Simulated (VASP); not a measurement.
# SrO (e600) (Fm-3m) in VASP: notebook

The runs below take SrO (e600) through single point, with PBEsol.

All numbers are computed with VASP 6.6.1; they aren't measurements. Logs are shortened: lines on timing, memory, paths and dates and some standing lists are left out, and cuts for length are marked.

## 1. The cell of the first run

Symmetry: Fm-3m, No. 225, cubic system. Conventional cell: a = 5.160 Å, b = 5.160 Å, c = 5.160 Å, α = 90.00°, β = 90.00°, γ = 90.00°. Within 3.4 Å of Sr (site symmetry m-3m) lie 6 O at 2.58 Å. Within 3.4 Å of O (site symmetry m-3m) lie 6 Sr at 2.58 Å.

## 2. Single point, PBEsol

The input, INCAR:

```
PREC = Accurate
ENCUT = 600
EDIFF = 1E-6
ISMEAR = 0
SIGMA = 0.1
LREAL = F
LASPH = T
NELM = 120
ALGO = Normal
ISIF = 2
LWAVE = F
LCHARG = F
GGA = PS
NBANDS = 15
GGA_COMPAT = F
```

The input, KPOINTS:

```
regular mesh
0
Gamma
  6 6 6
```

The input, POSCAR:

```
SrO
1.0
    0.0000000000      2.5800000000      2.5800000000
    2.5800000000      0.0000000000      2.5800000000
    2.5800000000      2.5800000000      0.0000000000
Sr O
1 1
Direct
    0.0000000000      0.0000000000      0.0000000000
    0.5000000000      0.5000000000      0.5000000000
```

Potentials or basis: VASP PAW PBE potentials, release 64 (Sr_sv, O).

Run with:

```
$ cat potpaw_PBE.64/Sr_sv/POTCAR potpaw_PBE.64/O/POTCAR > POTCAR
$ mpirun -np 1 vasp_std > vasp.out
```

OUTCAR:

```text
PREC = Accurate
   ENCUT = 600
   EDIFF = 1E-6
   ISMEAR = 0
   LREAL = F
   LASPH = T
   NELM = 120
   ISIF = 2
   GGA = PS

 ion  position               nearest neighbor table
   1  0.000  0.000  0.000-   2 2.58   2 2.58   2 2.58   2 2.58   2 2.58   2 2.58
   2  0.500  0.500  0.500-   1 2.58   1 2.58   1 2.58   1 2.58   1 2.58   1 2.58

  LATTYP: Found a face centered cubic cell.
 ALAT       =     5.1600000000

  Lattice vectors:

 A1 = (   0.0000000000,   2.5800000000,   2.5800000000)
 A2 = (   2.5800000000,   0.0000000000,   2.5800000000)
 A3 = (   2.5800000000,   2.5800000000,   0.0000000000)

Analysis of symmetry for initial positions (statically):
=====================================================================
 Subroutine PRICEL returns:
 Original cell was already a primitive cell.

 Routine SETGRP: Setting up the symmetry group for a
 face centered cubic supercell.

 Subroutine GETGRP returns: Found 48 space group operations
[... 9 lines left out ...]

 Routine SETGRP: Setting up the symmetry group for a
 face centered cubic supercell.

 Subroutine GETGRP returns: Found 48 space group operations
[... 11 lines left out ...]
                                     Primitive cell

  volume of cell :      34.3470

  direct lattice vectors                    reciprocal lattice vectors
     0.000000000  2.580000000  2.580000000    -0.193798450  0.193798450  0.193798450
     2.580000000  0.000000000  2.580000000     0.193798450 -0.193798450  0.193798450
     2.580000000  2.580000000  0.000000000     0.193798450  0.193798450 -0.193798450

  length of vectors
     3.648670991  3.648670991  3.648670991     0.335668761  0.335668761  0.335668761

  position of ions in fractional coordinates (direct lattice)
     0.000000000  0.000000000  0.000000000
     0.500000000  0.500000000  0.500000000

  ion indices of the primitive-cell ions
   primitive index   ion index
                 1           1
                 2           2

----------------------------------------------------------------------------------------

 KPOINTS: regular mesh

Automatic generation of k-mesh.
 Grid dimensions read from file:
 generate k-points for:    6    6    6

 Generating k-lattice:

  Cartesian coordinates                     Fractional coordinates (reciprocal lattice)
    -0.032299742  0.032299742  0.032299742     0.166666667  0.000000000  0.000000000
     0.032299742 -0.032299742  0.032299742     0.000000000  0.166666667  0.000000000
     0.032299742  0.032299742 -0.032299742     0.000000000  0.000000000  0.166666667

  Length of vectors
     0.055944794  0.055944794  0.055944794

  Shift w.r.t. Gamma in fractional coordinates (k-lattice)
     0.000000000  0.000000000  0.000000000

 Subroutine IBZKPT returns following result:
 ===========================================

 Found     16 irreducible k-points:

 Following reciprocal coordinates:
            Coordinates               Weight
  0.000000  0.000000  0.000000      1.000000
  0.166667  0.000000  0.000000      8.000000
  0.333333  0.000000  0.000000      8.000000
  0.500000  0.000000  0.000000      4.000000
  0.166667  0.166667  0.000000      6.000000
  0.333333  0.166667  0.000000     24.000000
[... 8 lines left out ...]
 -0.333333  0.333333  0.166667     24.000000
 -0.333333  0.500000  0.166667     12.000000
   k-points           NKPTS =     16   k-points in BZ     NKDIM =     16   number of bands    NBANDS=     15
   number of dos      NEDOS =    301   number of ions     NIONS =      2
   total plane-waves  NPLWV =  27000
   dimension x,y,z NGX =    30 NGY =   30 NGZ =   30
   dimension x,y,z NGXF=    60 NGYF=   60 NGZF=   60
   ions per type =               1   1
   NGX,Y,Z   is equivalent  to a cutoff of  13.67, 13.67, 13.67 a.u.
   NGXF,Y,Z  is equivalent  to a cutoff of  27.34, 27.34, 27.34 a.u.
 SYSTEM =  unknown system
   PREC   = accura    normal or accurate (medium, high low for compatibility)
   ISTART =      0    job   : 0-new  1-cont  2-samecut
   ICHARG =      2    charge: 1-file 2-atom 10-const
   ISPIN  =      1    spin polarized calculation?
   LNONCOLLINEAR =      F non collinear calculations
   LSORBIT =      F    spin-orbit coupling
   LASPH  =      T    aspherical Exc in radial PAW
   ENCUT  =  600.0 eV  44.10 Ry    6.64 a.u.   7.29  7.29  7.29*2*pi/ulx,y,z
   NELM   =    120;   NELMIN=  2; NELMDL= -5     # of ELM steps
   EDIFF  = 0.1E-05   stopping-criterion for ELM
   LREAL  =      F    real-space projection
   EDIFFG = 0.1E-04   stopping-criterion for IOM
   NSW    =      0    number of steps for IOM
   IBRION =     -1    ionic relax: 0-MD 1-quasi-New 2-CG
   NFREE  =      0    steps in history (QN), initial steepest desc. (CG)
   ISIF   =      2    stress and relaxation
   ISYM   =      2    0-nonsym 1-usesym 2-fastsym
   POTIM  = 0.5000    time-step for ionic-motion
   TEBEG  =    0.0;   TEEND  =   0.0 temperature during run
   PSTRESS=    0.0 pullay stress
   NELECT =      16.0000    total number of electrons
   NUPDOWN=      -1.0000    fix difference up-down
   EMIN   =  10.00;   EMAX   =-10.00  energy-range for DOS
   EFERMI =   0.00;   METHOD = LEGACY
   ISMEAR =     0;   SIGMA  =   0.10  broadening in eV -4-tet -1-fermi 0-gaus
   EFERMI_NEDOS =   21; number of points for ismear=-14 and -15
   IALGO  =     38    algorithm
   IMIX   =      4    mixing-type and parameters
     AMIX     =   0.40;   BMIX     =  1.00
     AMIX_MAG =   1.60;   BMIX_MAG =  1.00
  volume/ion in A,a.u.               =      17.17       115.89
  Fermi-wavevector in a.u.,A,eV,Ry     =   1.269069  2.398192 21.912663  1.610535
  Thomas-Fermi vector in A             =   2.402130
   LORBIT       =      0    0 simple, 1 ext, 2 COOP (PROOUT), +10 PAW based schemes
   GGA     = PS    functional components
   LHFCALC =     F    Hartree Fock is set to
   AEXX    =    0.0000 exact exchange contribution
   IVDW    =     0    specifies the selected vdW correction
   LEPSILON=     F    determine dielectric tensor
   LRPA    =     F    only Hartree local field effects (RPA)
 non-spin polarized calculation
 Gauss-broadening in eV      SIGMA  =   0.10
  energy-cutoff  :      600.00
  volume of cell :       34.35
 maximum number of plane-waves:      1167
 NGX is ok and might be reduce to    30
   NGX = 15   NGY = 15   NGZ = 15

 number of electron      15.9999998 magnetization

 Free energy of the ion-electron system (eV)
  ---------------------------------------------------
  ext. energy  EPLUGINS =         0.00000000
  ---------------------------------------------------
  free energy    TOTEN  =       -12.63910771 eV

  energy without entropy =      -12.63910771  energy(sigma->0) =      -12.63910771

 E-fermi :   1.8587     XC(G=0): -10.2268

 val. band max:        1.4386794231   @ k =   0.0000   0.0000   0.0000
 cond. band min:       4.6022280944   @ k =   0.5000   0.5000   0.0000
 fundamental gap:      3.1635486713
 Fermi energy:         1.8586512968

 k-point     1 :       0.0000    0.0000    0.0000
  band No.  band energies     occupation
      1     -30.8341      2.00000
      2     -13.5458      2.00000
      3     -12.4977      2.00000
      4     -12.4977      2.00000
      5     -12.4977      2.00000
      6       1.4387      2.00000
      7       1.4387      2.00000
      8       1.4387      2.00000
      9       5.1885      0.00000
     10       7.5793      0.00000
     11       7.5793      0.00000
     12       7.5793      0.00000
     13       9.7503      0.00000
     14       9.7503      0.00000
     15      13.8749      0.00000

 k-point     2 :       0.1667    0.0000    0.0000
  band No.  band energies     occupation
      1     -30.8007      2.00000
      2     -14.1062      2.00000
      3     -12.5186      2.00000
      4     -12.5186      2.00000
      5     -12.0197      2.00000
      6       0.6963      2.00000
      7       1.1112      2.00000
      8       1.1112      2.00000
      9       6.3524      0.00000
     10       7.3603      0.00000
     11       8.1138      0.00000
     12       8.1138      0.00000
     13      10.4437      0.00000
     14      10.4437      0.00000
     15      15.5495      0.00000

 k-point     3 :       0.3333    0.0000    0.0000
  band No.  band energies     occupation
      1     -30.7329      2.00000
      2     -14.7903      2.00000
      3     -12.5595      2.00000
      4     -12.5595      2.00000
      5     -11.5007      2.00000
      6      -0.3422      2.00000
      7       0.5515      2.00000
      8       0.5515      2.00000
      9       7.5259      0.00000
     10       8.4839      0.00000
     11       9.4103      0.00000
     12       9.4103      0.00000
     13      12.0037      0.00000
     14      12.0037      0.00000
     15      17.1084      0.00000

 k-point     4 :       0.5000    0.0000    0.0000
  band No.  band energies     occupation
      1     -30.6985      2.00000
      2     -15.0605      2.00000
      3     -12.5795      2.00000
      4     -12.5795      2.00000
      5     -11.3132      2.00000
      6      -0.7655      2.00000
      7       0.3057      2.00000
      8       0.3057      2.00000
      9       7.8841      0.00000
     10       9.6435      0.00000
     11      10.2254      0.00000
     12      10.2254      0.00000
     13      13.3028      0.00000
     14      13.3028      0.00000
     15      16.0295      0.00000
[... 163 lines left out ...]
 k-point    14 :       0.5000    0.3333    0.1667
  band No.  band energies     occupation
      1     -30.6901      2.00000
      2     -14.5391      2.00000
      3     -12.9134      2.00000
      4     -12.7457      2.00000
      5     -11.8366      2.00000
      6       0.0781      2.00000
      7       0.6098      2.00000
      8       1.0657      2.00000
      9       6.3909      0.00000
     10       8.5024      0.00000
     11      10.1598      0.00000
     12      10.8101      0.00000
     13      12.1741      0.00000
     14      13.4054      0.00000
     15      15.5325      0.00000

 k-point    15 :      -0.3333    0.3333    0.1667
  band No.  band energies     occupation
      1     -30.6678      2.00000
      2     -14.5255      2.00000
      3     -13.0287      2.00000
      4     -12.8832      2.00000
      5     -11.8076      2.00000
      6       0.0953      2.00000
      7       0.7549      2.00000
      8       0.8145      2.00000
      9       7.5392      0.00000
     10       7.6566      0.00000
     11      10.3240      0.00000
     12      11.4864      0.00000
     13      12.8306      0.00000
     14      14.1739      0.00000
     15      14.9681      0.00000

 k-point    16 :      -0.3333    0.5000    0.1667
  band No.  band energies     occupation
      1     -30.6579      2.00000
      2     -14.1000      2.00000
      3     -13.3130      2.00000
      4     -13.0175      2.00000
      5     -12.0938      2.00000
      6       0.5491      2.00000
      7       0.9571      2.00000
      8       1.0857      2.00000
      9       5.9843      0.00000
     10       8.8989      0.00000
     11       9.7990      0.00000
     12      12.3811      0.00000
     13      12.5261      0.00000
     14      14.1528      0.00000
     15      14.7517      0.00000

------------------------ aborting loop because EDIFF is reached ----------------------------------------

  FORCE on cell =-STRESS in cart. coord.  units (eV):
  Direction    XX          YY          ZZ          XY          YZ          ZX
  --------------------------------------------------------------------------------------
  -------------------------------------------------------------------------------------
  Total       -0.3123879     -0.3123879     -0.3123879      0.0000000      0.0000000     -0.0000000
  in kB      -14.5718839    -14.5718839    -14.5718839      0.0000000      0.0000000     -0.0000000
  external PRESSURE =     -14.5718839 kB  Pullay stress =       0.0000000 kB

 VOLUME and BASIS-vectors are now :
 -----------------------------------------------------------------------------
  energy-cutoff  :      600.00
  volume of cell :       34.35
      direct lattice vectors                 reciprocal lattice vectors
     0.000000000  2.580000000  2.580000000    -0.193798450  0.193798450  0.193798450
     2.580000000  0.000000000  2.580000000     0.193798450 -0.193798450  0.193798450
     2.580000000  2.580000000  0.000000000     0.193798450  0.193798450 -0.193798450

 POSITION                                       TOTAL-FORCE (eV/Angst)
 -----------------------------------------------------------------------------------
      0.00000      0.00000      0.00000         0.000000     -0.000000      0.000000
      2.58000      2.58000      2.58000        -0.000000      0.000000     -0.000000
 -----------------------------------------------------------------------------------
    total drift:                                0.000000      0.000000      0.000000

  FREE ENERGIE OF THE ION-ELECTRON SYSTEM (eV)
  ---------------------------------------------------
  free  energy   TOTEN  =       -12.6391077145 eV

  energy  without entropy=      -12.6391077145  energy(sigma->0) =      -12.63910771
```

Run time: 16 s. Hardware: 1 thread of Intel Xeon 6975P-C, shared host; peak memory 0.17 GiB.

What came out:

| Item | Value |
| --- | --- |
| Free energy | -12.6391 eV |
| Pressure | -1.5 GPa |
| Band gap on the k mesh | 3.16 eV, indirect (least direct gap 3.26 eV) |

Caveat: the PAW data sets were made with another functional, which shifts forces and pressure a little.

## 3. Single point, PBEsol

This run uses another cell than the first one, of 16.80 Å³/atom, 0.978 times its volume.

The input, INCAR:

```
SYSTEM = SrO
ALGO     = Normal         ! electronic algorithm
EDIFF    = 1E-6           ! SCF threshold, eV
ENCUT    = 600            ! plane-wave cutoff, eV
GGA      = PS             ! functional
GGA_COMPAT= .FALSE.      
ISIF     = 2              ! what is computed and relaxed
ISMEAR   = 0              ! smearing method
LASPH    = .TRUE.         ! aspherical terms in the spheres
LCHARG   = .FALSE.        ! write CHGCAR
LREAL    = .FALSE.        ! projectors in reciprocal space
LWAVE    = .FALSE.        ! write WAVECAR
NBANDS   = 15             ! bands
NELM     = 120            ! most SCF steps
PREC     = Accurate       ! precision mode
SIGMA    = 0.02           ! smearing width, eV
```

The input, KPOINTS:

```
k-points
0
G
  6 6 6
  0 0 0
```

The input, POSCAR:

```
SrO
1.0
    0.0000000000      2.5612796254      2.5612796254
    2.5612796254      0.0000000000      2.5612796254
    2.5612796254      2.5612796254      0.0000000000
Sr O
1 1
Direct
    0.0000000000      0.0000000000      0.0000000000
    0.5000000000      0.5000000000      0.5000000000
```

Potentials or basis: VASP PAW PBE potentials, release 64 (Sr_sv, O).

Run with:

```
$ cat potpaw_PBE.64/Sr_sv/POTCAR potpaw_PBE.64/O/POTCAR > POTCAR
$ mpirun -np 1 vasp_std > vasp.out
```

It used 11 s of CPU time on 1 thread of Intel Xeon 6975P-C, with other jobs on the host.

The run converged. Its results:

| Item | Value |
| --- | --- |
| Free energy | -12.6404 eV |
| Pressure | 0.6 GPa |
| Band gap on the k mesh | 3.15 eV, indirect (least direct gap 3.23 eV) |

Levels at points of the mesh, in eV from the valence-band top:
```
           k point  band 6  band 7  band 8  band 9  band 10  band 11
(0.00, 0.00, 0.00)    0.00    0.00    0.00    3.90     6.19     6.19
(0.50, 0.00, 0.00)   -2.25   -1.18   -1.18    6.54     8.38     8.91
(0.50, 0.50, 0.00)   -0.42   -0.08   -0.08    3.15     7.85    10.27
```

Caveat: the PAW data sets were made with another functional, which shifts forces and pressure a little.

[end of part 1 of 2]
